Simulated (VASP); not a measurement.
Input of a VASP 6.6.1 run:

The input INCAR:

```
PREC = Accurate ; ENCUT = 520
EDIFF = 1E-8 ; ISMEAR = 0
SIGMA = 0.01 ; LREAL = False
LASPH = True ; NELM = 100
ALGO = Normal ; ISIF = 2
LWAVE = False ; LCHARG = False
METAGGA = R2SCAN ; LMIXTAU = True
NBANDS = 16 ; IBRION = 6
NFREE = 2 ; POTIM = 0.015
NSW = 1
```

Contents of KPOINTS:

```
Automatic mesh
0
Gamma
  8 8 6
```

Contents of POSCAR:

```
SiC
1.0
    3.0753362635      0.0000000000      0.0000000000
   -1.5376681317      2.6633193293      0.0000000000
    0.0000000000      0.0000000000      5.0482167624
Si C
2 2
Direct
    0.3333333333      0.6666666667      0.0045985930
    0.6666666667      0.3333333333      0.5045985930
    0.3333333333      0.6666666667      0.3804014070
    0.6666666667      0.3333333333      0.8804014070
```

Potentials or basis: VASP PAW PBE potentials, release 64 (Si, C).

The run is started by

```sh
$ cat potpaw_PBE.64/Si/POTCAR potpaw_PBE.64/C/POTCAR > POTCAR
$ mpirun -np 1 vasp_std > vasp.out
```

Problem. What does it give for the highest phonon frequency at Γ, LO-TO splitting left out?

Solution. 847 cm⁻¹.

Phonon frequencies in cm⁻¹ (negative: imaginary):
```tsv
q point	frequencies
(0.000, 0.000, 0.000)	0 0 0 271 271 604 764 764 772 802 802 847
```
